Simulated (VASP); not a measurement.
# Au (I4/mmm) in VASP: further runs

The runs below take Au through single point, with PBEsol.

Program: VASP 6.6.1. These are calculated values, not measurements. Logs are shortened: lines on timing, memory, paths and dates and some standing lists are left out, and cuts for length are marked.

## Step 1: The cell of the first run

Symmetry: I4/mmm, No. 139, tetragonal system. The conventional cell has a = 2.888 Å, b = 2.888 Å, c = 4.155 Å, α = 90.00°, β = 90.00°, γ = 90.00°. Within 3.8 Å of Au (site symmetry 4/mmm) lie 12 Au at 2.89 to 2.91 Å.

## Step 2: Single point, PBEsol (strain +0.0175 x Voigt [0, 1, 0, 0, 0, 0])

INCAR reads:

```
SYSTEM = Au
ALGO = Normal
EDIFF = 1E-6
ENCUT = 500
GGA = PS
GGA_COMPAT = .False.
ISIF = 2
ISMEAR = 0
LASPH = .True.
LCHARG = .False.
LREAL = .False.
LWAVE = .False.
NBANDS = 12
NELM = 120
PREC = Accurate
SIGMA = 0.15
```

KPOINTS reads:

```
k-points
0
Gamma
  26 26 26
  0 0 0
```

POSCAR reads:

```
Au
1.0
    0.0000000000      2.0776682370      2.0419343853
    2.0419343853      0.0000000000      2.0419343853
    2.0419343853      2.0776682370      0.0000000000
Au
1
Direct
    0.0000000000      0.0000000000      0.0000000000
```

Potentials or basis: VASP PAW PBE potentials, release 64 (Au).

The run is started by

```console
$ cat potpaw_PBE.64/Au/POTCAR > POTCAR
$ mpirun -np 1 vasp_std > vasp.out
```

OUTCAR:

```text
SYSTEM = Au
   EDIFF = 1E-6
   ENCUT = 500
   GGA = PS
   ISIF = 2
   ISMEAR = 0
   LASPH = .True.
   LREAL = .False.
   NELM = 120
   PREC = Accurate

 ion  position               nearest neighbor table
   1  0.000  0.000  0.000-

  LATTYP: Found a body centered tetragonal cell.
 ALAT       =     2.8877313012
 C/A-ratio  =     1.4389622997

  Lattice vectors:

 A1 = (   0.0000000000,  -2.0776682370,   2.0419343853)
 A2 = (   0.0000000000,  -2.0776682370,  -2.0419343853)
 A3 = (   2.0419343853,   2.0776682370,   0.0000000000)

Analysis of symmetry for initial positions (statically):
=====================================================================
 Subroutine PRICEL returns:
 Original cell was already a primitive cell.

 Routine SETGRP: Setting up the symmetry group for a
 body centered tetragonal supercell.

 Subroutine GETGRP returns: Found 16 space group operations
 (whereof 16 operations were pure point group operations)
 out of a pool of 16 trial point group operations.

The static configuration has the point symmetry D_4h.

Analysis of symmetry for dynamics (positions and initial velocities):
=====================================================================
 Subroutine PRICEL returns:
 Original cell was already a primitive cell.

 Routine SETGRP: Setting up the symmetry group for a
 body centered tetragonal supercell.

 Subroutine GETGRP returns: Found 16 space group operations
 (whereof 16 operations were pure point group operations)
 out of a pool of 16 trial point group operations.

The dynamic configuration has the point symmetry D_4h.

 Subroutine INISYM returns: Found 16 space group operations
 (whereof 16 operations are pure point group operations),
 and found     1 'primitive' translations

----------------------------------------------------------------------------------------

                                     Primitive cell

  volume of cell :      17.3257

  direct lattice vectors                    reciprocal lattice vectors
     0.000000000  2.077668237  2.041934385    -0.244865851  0.240654399  0.244865851
     2.041934385  0.000000000  2.041934385     0.244865851 -0.240654399  0.244865851
     2.041934385  2.077668237  0.000000000     0.244865851  0.240654399 -0.244865851

  length of vectors
     2.913108535  2.887731301  2.913108535     0.421702631  0.421702631  0.421702631

  position of ions in fractional coordinates (direct lattice)
     0.000000000  0.000000000  0.000000000

  ion indices of the primitive-cell ions
   primitive index   ion index
                 1           1

----------------------------------------------------------------------------------------

 KPOINTS: k-points

Automatic generation of k-mesh.
 Grid dimensions read from file:
 generate k-points for:   26   26   26

 Generating k-lattice:

  Cartesian coordinates                     Fractional coordinates (reciprocal lattice)
    -0.009417917  0.009255938  0.009417917     0.038461538  0.000000000  0.000000000
     0.009417917 -0.009255938  0.009417917     0.000000000  0.038461538  0.000000000
     0.009417917  0.009255938 -0.009417917     0.000000000  0.000000000  0.038461538

  Length of vectors
     0.016219332  0.016219332  0.016219332

  Shift w.r.t. Gamma in fractional coordinates (k-lattice)
     0.000000000  0.000000000  0.000000000

 Subroutine IBZKPT returns following result:
 ===========================================

 Found   1330 irreducible k-points:

 Following reciprocal coordinates:
            Coordinates               Weight
  0.000000  0.000000  0.000000      1.000000
  0.038462  0.000000  0.000000      8.000000
  0.076923  0.000000  0.000000      8.000000
  0.115385  0.000000  0.000000      8.000000
  0.153846  0.000000  0.000000      8.000000
  0.192308  0.000000  0.000000      8.000000
[... 16 lines left out ...]
  0.346154  0.038462  0.000000     16.000000
  0.384615  0.038462  0.000000     16.000000
 [... further k-points ...]
   k-points           NKPTS =   1330   k-points in BZ     NKDIM =   1330   number of bands    NBANDS=     12
   number of dos      NEDOS =    301   number of ions     NIONS =      1
   total plane-waves  NPLWV =  13824
   dimension x,y,z NGX =    24 NGY =   24 NGZ =   24
   dimension x,y,z NGXF=    48 NGYF=   48 NGZF=   48
   ions per type =               1
   NGX,Y,Z   is equivalent  to a cutoff of  13.70, 13.82, 13.70 a.u.
   NGXF,Y,Z  is equivalent  to a cutoff of  27.39, 27.63, 27.39 a.u.
 SYSTEM =  Au
   PREC   = accura    normal or accurate (medium, high low for compatibility)
   ISTART =      0    job   : 0-new  1-cont  2-samecut
   ICHARG =      2    charge: 1-file 2-atom 10-const
   ISPIN  =      1    spin polarized calculation?
   LNONCOLLINEAR =      F non collinear calculations
   LSORBIT =      F    spin-orbit coupling
   LASPH  =      T    aspherical Exc in radial PAW
   ENCUT  =  500.0 eV  36.75 Ry    6.06 a.u.   5.31  5.26  5.31*2*pi/ulx,y,z
   NELM   =    120;   NELMIN=  2; NELMDL= -5     # of ELM steps
   EDIFF  = 0.1E-05   stopping-criterion for ELM
   LREAL  =      F    real-space projection
   EDIFFG = 0.1E-04   stopping-criterion for IOM
   NSW    =      0    number of steps for IOM
   IBRION =     -1    ionic relax: 0-MD 1-quasi-New 2-CG
   NFREE  =      0    steps in history (QN), initial steepest desc. (CG)
   ISIF   =      2    stress and relaxation
   ISYM   =      2    0-nonsym 1-usesym 2-fastsym
   POTIM  = 0.5000    time-step for ionic-motion
   TEBEG  =    0.0;   TEEND  =   0.0 temperature during run
   PSTRESS=    0.0 pullay stress
   NELECT =      11.0000    total number of electrons
   NUPDOWN=      -1.0000    fix difference up-down
   EMIN   =  10.00;   EMAX   =-10.00  energy-range for DOS
   EFERMI =   0.00;   METHOD = LEGACY
   ISMEAR =     0;   SIGMA  =   0.15  broadening in eV -4-tet -1-fermi 0-gaus
   EFERMI_NEDOS =   21; number of points for ismear=-14 and -15
   IALGO  =     38    algorithm
   IMIX   =      4    mixing-type and parameters
     AMIX     =   0.40;   BMIX     =  1.00
     AMIX_MAG =   1.60;   BMIX_MAG =  1.00
  volume/ion in A,a.u.               =      17.33       116.92
  Fermi-wavevector in a.u.,A,eV,Ry     =   1.407049  2.658937 26.936626  1.979786
  Thomas-Fermi vector in A             =   2.529347
   LORBIT       =      0    0 simple, 1 ext, 2 COOP (PROOUT), +10 PAW based schemes
   GGA     = PS    functional components
   LHFCALC =     F    Hartree Fock is set to
   AEXX    =    0.0000 exact exchange contribution
   IVDW    =     0    specifies the selected vdW correction
   LEPSILON=     F    determine dielectric tensor
   LRPA    =     F    only Hartree local field effects (RPA)
 non-spin polarized calculation
 Gauss-broadening in eV      SIGMA  =   0.15
  energy-cutoff  :      500.00
  volume of cell :       17.33
 maximum number of plane-waves:       452
 NGX is ok and might be reduce to    24
   NGX = 11   NGY = 11   NGZ = 11

 number of electron      11.0000000 magnetization

 Free energy of the ion-electron system (eV)
  ---------------------------------------------------
  ext. energy  EPLUGINS =         0.00000000
  ---------------------------------------------------
  free energy    TOTEN  =        -3.92253533 eV

  energy without entropy =       -3.91992274  energy(sigma->0) =       -3.92122903

 E-fermi :   9.0072     XC(G=0): -12.7873

 val. band max:        9.0032101323   @ k =   0.3462  -0.1538   0.2308
 cond. band min:       9.0102180810   @ k =   0.1538  -0.3462   0.1154
 fundamental gap:      0.0070079487
 Fermi energy:         9.0072031278

 k-point     1 :       0.0000    0.0000    0.0000
  band No.  band energies     occupation
      1      -0.7417      2.00000
      2       4.3125      2.00000
      3       4.4655      2.00000
      4       4.4655      2.00000
      5       5.8144      2.00000
      6       5.9815      2.00000
      7      23.5299      0.00000
      8      27.2370      0.00000
      9      27.5187      0.00000
     10      27.5187      0.00000
     11      32.2437      0.00000
     12      36.6083      0.00000

 k-point     2 :       0.0385    0.0000    0.0000
  band No.  band energies     occupation
      1      -0.6906      2.00000
      2       4.3180      2.00000
      3       4.4607      2.00000
      4       4.4832      2.00000
      5       5.8071      2.00000
      6       5.9721      2.00000
      7      23.5906      0.00000
      8      27.0190      0.00000
      9      27.4268      0.00000
     10      27.5783      0.00000
     11      32.5766      0.00000
     12      35.8064      0.00000

 k-point     3 :       0.0769    0.0000    0.0000
  band No.  band energies     occupation
      1      -0.5389      2.00000
      2       4.3122      2.00000
      3       4.4692      2.00000
      4       4.5336      2.00000
      5       5.7892      2.00000
      6       5.9473      2.00000
      7      23.7555      0.00000
      8      26.1712      0.00000
      9      27.5678      0.00000
     10      27.7519      0.00000
     11      33.0460      0.00000
     12      34.9188      0.00000
[... 286 lines left out ...]
 k-point    23 :       0.3462    0.0385    0.0000
  band No.  band energies     occupation
      1       1.6965      2.00000
      2       4.5079      2.00000
      3       4.6298      2.00000
      4       5.0055      2.00000
      5       6.4811      2.00000
      6       6.6176      2.00000
      7      16.7576      0.00000
      8      23.8546      0.00000
      9      26.8142      0.00000
     10      28.0437      0.00000
     11      31.8424      0.00000
     12      32.2665      0.00000

 k-point    24 :       0.3846    0.0385    0.0000
  band No.  band energies     occupation
      1       1.8052      2.00000
      2       4.4412      2.00000
      3       4.5618      2.00000
      4       5.6163      2.00000
      5       6.7861      2.00000
      6       6.8234      2.00000
      7      15.2838      0.00000
      8      23.5222      0.00000
      9      26.3509      0.00000
     10      27.3040      0.00000
     11      32.6136      0.00000
     12      32.7806      0.00000

 [... further k-points ...]
[... 5 lines left out ...]
  --------------------------------------------------------------------------------------
  -------------------------------------------------------------------------------------
  Total       -0.3315999     -0.3945440     -0.3315999      0.0000000     -0.0000000      0.0000000
  in kB      -30.6644517    -36.4851628    -30.6644517      0.0000000     -0.0000000      0.0000000
  external PRESSURE =     -32.6046888 kB  Pullay stress =       0.0000000 kB

 VOLUME and BASIS-vectors are now :
 -----------------------------------------------------------------------------
  energy-cutoff  :      500.00
  volume of cell :       17.33
      direct lattice vectors                 reciprocal lattice vectors
     0.000000000  2.077668237  2.041934385    -0.244865851  0.240654399  0.244865851
     2.041934385  0.000000000  2.041934385     0.244865851 -0.240654399  0.244865851
     2.041934385  2.077668237  0.000000000     0.244865851  0.240654399 -0.244865851

 POSITION                                       TOTAL-FORCE (eV/Angst)
 -----------------------------------------------------------------------------------
      0.00000      0.00000      0.00000         0.000000     -0.000000      0.000000
 -----------------------------------------------------------------------------------
    total drift:                                0.000000      0.000000      0.000000

  FREE ENERGIE OF THE ION-ELECTRON SYSTEM (eV)
  ---------------------------------------------------
  free  energy   TOTEN  =        -3.9225353273 eV

  energy  without entropy=       -3.9199227368  energy(sigma->0) =       -3.92122903
```

It took 3.5 min on 1 thread of Intel Xeon 8259CL, shared host; peak memory 0.36 GiB.

Results:

```
Free energy : -3.9225 eV
Pressure    : -3.3 GPa
```

Caveat: the cell differs from its parent crystal (strain +0.0175 x Voigt [0, 1, 0, 0, 0, 0]); the PAW data sets were made with another functional, which shifts forces and pressure a little; spin-orbit coupling is left out, which moves the levels of the heavy elements.

## Step 3: Single point, PBEsol (strain +0.0200 x Voigt [0, 1, 0, 0, 0, 0])

INCAR reads:

```
SYSTEM = Au
PREC     = Accurate       ! precision mode
ENCUT    = 500            ! plane-wave cutoff, eV
EDIFF    = 1E-6           ! SCF threshold, eV
ISMEAR   = 0              ! smearing method
SIGMA    = 0.15           ! smearing width, eV
LREAL    = .False.        ! projectors in reciprocal space
LASPH    = .True.         ! aspherical terms in the spheres
NELM     = 120            ! most SCF steps
ALGO     = Normal         ! electronic algorithm
ISIF     = 2              ! what is computed and relaxed
LWAVE    = .False.        ! write WAVECAR
LCHARG   = .True.         ! write CHGCAR
GGA      = PS             ! functional
LELF     = .True.         ! ELF
LVHAR    = .True.       
NBANDS   = 12             ! bands
GGA_COMPAT= .False.
```

KPOINTS reads:

```
Automatic mesh
0
Gamma
  26 26 26
  0 0 0
```

POSCAR reads:

```
Au
1.0
    0.0000000000      2.0827730730      2.0419343853
    2.0419343853      0.0000000000      2.0419343853
    2.0419343853      2.0827730730      0.0000000000
Au
1
Direct
    0.0000000000      0.0000000000      0.0000000000
```

Potentials or basis: VASP PAW PBE potentials, release 64 (Au).

The run is started by

```console
$ cat potpaw_PBE.64/Au/POTCAR > POTCAR
$ mpirun -np 1 vasp_std > vasp.out
```

Run time: 4.2 min. Hardware: 1 thread of Intel Xeon 8259CL, shared host; peak memory 0.36 GiB.

Results (log left out):

```
Free energy : -3.9215 eV
Pressure    : -3.6 GPa
```

Stress tensor (GPa, compression positive):
```
-3.42  0.00  0.00
 0.00 -4.08  0.00
 0.00  0.00 -3.42
```

Levels at points of the mesh, in eV from the Fermi level:
```csv
k point,band 2,band 3,band 4,band 5,band 6,band 7,band 8,band 9,band 10,band 11
"(0.00, 0.00, 0.00)",-4.70,-4.52,-4.52,-3.20,-3.01,14.53,18.19,18.51,18.51,23.22
"(0.50, 0.00, 0.00)",-4.70,-4.53,-1.98,-1.90,-0.94,2.95,13.94,16.75,17.17,24.35
"(0.50, 0.50, 0.00)",-6.58,-1.98,-1.69,-1.55,1.12,5.74,9.77,9.80,16.86,19.42
"(0.50, 0.00, 0.50)",-6.59,-1.97,-1.64,-1.64,0.79,5.29,10.13,10.13,17.16,19.73
```

Caveat: the cell differs from its parent crystal (strain +0.0200 x Voigt [0, 1, 0, 0, 0, 0]); the PAW data sets were made with another functional, which shifts forces and pressure a little; spin-orbit coupling is left out, which moves the levels of the heavy elements.
